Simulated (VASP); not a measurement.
# HCl in VASP: single point with PBE+D3(BJ)

Aim: the single point of HCl with PBE+D3(BJ).

All numbers are computed with VASP 6.6.1; they aren't measurements. Logs are shortened: lines on timing, memory, paths and dates and some standing lists are left out, and cuts for length are marked.

### Step 1. The cell of the first run

The cell holds a disordered packing, 20 atoms: a = 7.990 Å, b = 7.990 Å, c = 7.990 Å, α = 90.00°, β = 90.00°, γ = 90.00°.

### Step 2. Single point, PBE+D3(BJ)

The input, INCAR:

```
PREC = Accurate
ENCUT = 1000
EDIFF = 1E-6
ISMEAR = -1
SIGMA = 0.02
LREAL = Auto
LASPH = T
NELM = 120
ALGO = Normal
ISIF = 2
LWAVE = F
LCHARG = F
GGA = PE
IVDW = 12
NBANDS = 56
GGA_COMPAT = F
```

The input, KPOINTS:

```
Automatic mesh
0
Gamma
  1 1 1
```

The input, POSCAR:

```
HCl
1.0
    7.9895700000      0.0000000000      0.0000000000
    0.0000000000      7.9895700000      0.0000000000
    0.0000000000      0.0000000000      7.9895700000
Cl H
10 10
Direct
    0.4521299567      0.1926926567      0.3469046545
    0.5083501688      0.7709119931      0.5507239838
    0.5774882264      0.4598617704      0.9409333507
    0.0971779014      0.9333649391      0.4392733928
    0.0474252368      0.5413962820      0.6851615158
    0.8177071667      0.8331416653      0.0357714939
    0.9188460839      0.2808968070      0.2562287255
    0.3010756592      0.8096791386      0.0650573806
    0.1594569646      0.1762846192      0.9002048790
    0.7639813997      0.1556395089      0.6824150100
    0.5733413496      0.2365761011      0.2489569429
    0.5166431367      0.9105269923      0.4687399645
    0.6585269984      0.3605205413      0.8377532204
    0.0055939472      1.0558913551      0.3753690315
   -0.0010978050      0.6885805206      0.6386118047
    0.7481511810      0.6937331555     -0.0108916918
    1.0043467257      0.2504958667      0.1178198393
    0.2230516038      0.8413341735      0.2065241717
    0.2084218357      0.0280931467      0.9583513535
    0.9030149627      0.1359161671      0.7668437767
```

Potentials or basis: VASP PAW PBE potentials, release 64 (Cl, H_h).

Run with:

```sh
> cat potpaw_PBE.64/Cl/POTCAR potpaw_PBE.64/H_h/POTCAR > POTCAR
> mpirun -np 1 vasp_gam > vasp.out
```

OUTCAR:

```text
PREC = Accurate
   ENCUT = 1000
   EDIFF = 1E-6
   ISMEAR = -1
   LREAL = Auto
   LASPH = T
   NELM = 120
   ISIF = 2
   GGA = PE
   IVDW = 12
 IVDW          = 12

 ion  position               nearest neighbor table
   1  0.452  0.193  0.347-  11 1.29
   2  0.508  0.771  0.551-  12 1.30
   3  0.577  0.460  0.941-  13 1.31
   4  0.097  0.933  0.439-  14 1.32
   5  0.047  0.541  0.685-  15 1.29
   6  0.818  0.833  0.036-  16 1.30
[... 12 lines left out ...]
  19  0.208  0.028  0.958-   9 1.33
  20  0.903  0.136  0.767-  10 1.31

  LATTYP: Found a simple cubic cell.
 ALAT       =     7.9895700000

  Lattice vectors:

 A1 = (   7.9895700000,   0.0000000000,   0.0000000000)
 A2 = (   0.0000000000,   7.9895700000,   0.0000000000)
 A3 = (   0.0000000000,   0.0000000000,   7.9895700000)

Analysis of symmetry for initial positions (statically):
=====================================================================
 Subroutine PRICEL returns:
 Original cell was already a primitive cell.

 Routine SETGRP: Setting up the symmetry group for a
 simple cubic supercell.

 Subroutine GETGRP returns: Found  1 space group operations
 (whereof  1 operations were pure point group operations)
 out of a pool of 48 trial point group operations.

The static configuration has the point symmetry C_1 .

Analysis of symmetry for dynamics (positions and initial velocities):
=====================================================================
 Subroutine PRICEL returns:
 Original cell was already a primitive cell.

 Routine SETGRP: Setting up the symmetry group for a
 simple cubic supercell.

 Subroutine GETGRP returns: Found  1 space group operations
 (whereof  1 operations were pure point group operations)
 out of a pool of 48 trial point group operations.

The dynamic configuration has the point symmetry C_1 .

 Subroutine INISYM returns: Found  1 space group operations
 (whereof  1 operations are pure point group operations),
 and found     1 'primitive' translations

----------------------------------------------------------------------------------------

                                     Primitive cell
[... 102 lines left out ...]
   NELM   =    120;   NELMIN=  2; NELMDL= -5     # of ELM steps
   EDIFF  = 0.1E-05   stopping-criterion for ELM
   LREAL  =      T    real-space projection
   EDIFFG = 0.1E-04   stopping-criterion for IOM
   NSW    =      0    number of steps for IOM
   IBRION =     -1    ionic relax: 0-MD 1-quasi-New 2-CG
   NFREE  =      0    steps in history (QN), initial steepest desc. (CG)
   ISIF   =      2    stress and relaxation
   ISYM   =      2    0-nonsym 1-usesym 2-fastsym
   POTIM  = 0.5000    time-step for ionic-motion
   TEBEG  =    0.0;   TEEND  =   0.0 temperature during run
   PSTRESS=    0.0 pullay stress
   NELECT =      80.0000    total number of electrons
   NUPDOWN=      -1.0000    fix difference up-down
   EMIN   =  10.00;   EMAX   =-10.00  energy-range for DOS
   EFERMI =   0.00;   METHOD = LEGACY
   ISMEAR =    -1;   SIGMA  =   0.02  broadening in eV -4-tet -1-fermi 0-gaus
   EFERMI_NEDOS =   21; number of points for ismear=-14 and -15
   IALGO  =     38    algorithm
   IMIX   =      4    mixing-type and parameters
     AMIX     =   0.40;   BMIX     =  1.00
     AMIX_MAG =   1.60;   BMIX_MAG =  1.00
  volume/ion in A,a.u.               =      25.50       172.08
  Fermi-wavevector in a.u.,A,eV,Ry     =   0.882907  1.668452 10.606068  0.779524
  Thomas-Fermi vector in A             =   2.003601
   LORBIT       =      0    0 simple, 1 ext, 2 COOP (PROOUT), +10 PAW based schemes
   GGA     = PE    functional components
   LHFCALC =     F    Hartree Fock is set to
   AEXX    =    0.0000 exact exchange contribution
   IVDW    =    12    specifies the selected vdW correction
   LEPSILON=     F    determine dielectric tensor
   LRPA    =     F    only Hartree local field effects (RPA)
 non-spin polarized calculation
  energy-cutoff  :     1000.00
  volume of cell :      510.00
 maximum number of plane-waves:     18225
 NGX is ok and might be reduce to    84
   NGX = 41   NGY = 41   NGZ = 41

 number of electron      80.0000001 magnetization

 Free energy of the ion-electron system (eV)
  ---------------------------------------------------
  ext. energy  EPLUGINS =         0.00000000
  ---------------------------------------------------
  free energy    TOTEN  =       -61.98506174 eV

  energy without entropy =      -61.98506174  energy(sigma->0) =      -61.98506174

 E-fermi :  -3.0754     XC(G=0):  -6.0926

 val. band max:       -3.6179654194   @ k =   0.0000   0.0000   0.0000
 cond. band min:       1.8768022156   @ k =   0.0000   0.0000   0.0000
 fundamental gap:      5.4947676349
 Fermi energy:        -3.0753609598

 k-point     1 :       0.0000    0.0000    0.0000
  band No.  band energies     occupation
      1     -17.9948      2.00000
      2     -17.6879      2.00000
      3     -17.5827      2.00000
      4     -17.5501      2.00000
      5     -17.4151      2.00000
      6     -17.3131      2.00000
[... 44 lines left out ...]
     51       4.8202      0.00000
     52       4.9258      0.00000
 [bands above 52 left out]

------------------------ aborting loop because EDIFF is reached ----------------------------------------

 Edisp (eV)   -1.23654

 E8    (eV) :    -0.3671

  FORCE on cell =-STRESS in cart. coord.  units (eV):
  Direction    XX          YY          ZZ          XY          YZ          ZX
  --------------------------------------------------------------------------------------
  -------------------------------------------------------------------------------------
  Total      -0.15545    -0.84806    -1.12891     0.37666    -0.08645     0.36038
  in kB      -0.48836    -2.66419    -3.54650     1.18328    -0.27160     1.13213
  external pressure =       -2.23 kB  Pullay stress =        0.00 kB

 VOLUME and BASIS-vectors are now :
 -----------------------------------------------------------------------------
  energy-cutoff  :     1000.00
  volume of cell :      510.00
      direct lattice vectors                 reciprocal lattice vectors
     7.989570000  0.000000000  0.000000000     0.125163181  0.000000000  0.000000000
     0.000000000  7.989570000  0.000000000     0.000000000  0.125163181  0.000000000
     0.000000000  0.000000000  7.989570000     0.000000000  0.000000000  0.125163181

 POSITION                                       TOTAL-FORCE (eV/Angst)
 -----------------------------------------------------------------------------------
      3.61232      1.53953      2.77162         0.060593      0.013057     -0.050741
      4.06150      6.15926      4.40005         0.013920      0.026831     -0.027449
      4.61388      3.67410      7.51765         0.070505     -0.089431     -0.076736
      0.77641      7.45718      3.50961        -0.117979      0.115041     -0.048135
      0.37891      4.32552      5.47415        -0.029261      0.119380     -0.035844
      6.53313      6.65644      0.28580        -0.005010      0.014532      0.009345
[... 12 lines left out ...]
      1.66520      0.22445      7.65682        -0.000336      0.006467      0.006865
      7.21470      1.08591      6.12675        -0.177476      0.030515     -0.117090
 -----------------------------------------------------------------------------------
    total drift:                                0.023852      0.004370     -0.003345

  FREE ENERGIE OF THE ION-ELECTRON SYSTEM (eV)
  ---------------------------------------------------
  free  energy   TOTEN  =       -63.2215998667 eV

  energy  without entropy=      -63.2215998666  energy(sigma->0) =      -63.22159987
```

OSZICAR:

```text
N       E                     dE             d eps       ncg     rms          rms(c)
DAV:   1     0.953686426398E+03    0.95369E+03   -0.49111E+04   112   0.203E+03
DAV:   2     0.783708932883E+02   -0.87532E+03   -0.83297E+03   176   0.273E+02
DAV:   3    -0.593501547947E+02   -0.13772E+03   -0.13712E+03   144   0.122E+02
DAV:   4    -0.631292978562E+02   -0.37791E+01   -0.37597E+01   144   0.240E+01
DAV:   5    -0.632090828381E+02   -0.79785E-01   -0.79756E-01   136   0.373E+00    0.233E+01
DAV:   6    -0.621787162554E+02    0.10304E+01   -0.15092E+00   136   0.399E+00    0.133E+01
DAV:   7    -0.619933416627E+02    0.18537E+00   -0.13630E+00   136   0.401E+00    0.291E+00
DAV:   8    -0.619873925647E+02    0.59491E-02   -0.15564E-01   136   0.156E+00    0.113E+00
DAV:   9    -0.619860413905E+02    0.13512E-02   -0.86061E-03   144   0.386E-01    0.419E-01
DAV:  10    -0.619852705471E+02    0.77084E-03   -0.66948E-03   128   0.299E-01    0.165E-01
DAV:  11    -0.619851689039E+02    0.10164E-03   -0.60896E-04   144   0.108E-01    0.128E-01
DAV:  12    -0.619851293425E+02    0.39561E-04   -0.17327E-04   136   0.523E-02    0.414E-02
DAV:  13    -0.619850737473E+02    0.55595E-04   -0.10868E-04   144   0.696E-02    0.204E-02
DAV:  14    -0.619850598398E+02    0.13907E-04   -0.87233E-05   152   0.448E-02    0.154E-02
DAV:  15    -0.619850615443E+02   -0.17045E-05   -0.18387E-05   128   0.171E-02    0.148E-02
DAV:  16    -0.619850617372E+02   -0.19288E-06   -0.79829E-07    96   0.395E-03
   1 F= -.63221600E+02 E0= -.63221600E+02  d E =-.195284E-11
```

It took 70 s on 1 thread of Intel Xeon 6975P-C (Granite Rapids), shared host; peak memory 0.93 GiB.

What came out:

```yaml
Free_energy: -63.2216 eV
Pressure: -0.2 GPa
Largest_force: 0.305 eV/Å
Dispersion_energy_per_atom: -0.062 eV
```

Forces on the atoms (eV/Å):
```
Cl   0.061  0.013 -0.051
Cl   0.014  0.027 -0.027
Cl   0.071 -0.089 -0.077
Cl  -0.118  0.115 -0.048
Cl  -0.029  0.119 -0.036
Cl  -0.005  0.015  0.009
Cl   0.117  0.015 -0.281
Cl  -0.086  0.021  0.152
Cl  -0.010 -0.023 -0.003
Cl   0.163 -0.021  0.100
H   -0.055 -0.021  0.035
H    0.008 -0.053  0.028
H   -0.074  0.093  0.111
H    0.164 -0.166  0.077
H    0.010 -0.106  0.027
H   -0.006  0.004 -0.007
H   -0.124  0.037  0.251
H    0.078 -0.016 -0.150
H    0.000  0.006  0.007
H   -0.177  0.031 -0.117
```

Caveat: the k points lie up to 0.79 Å⁻¹ apart.
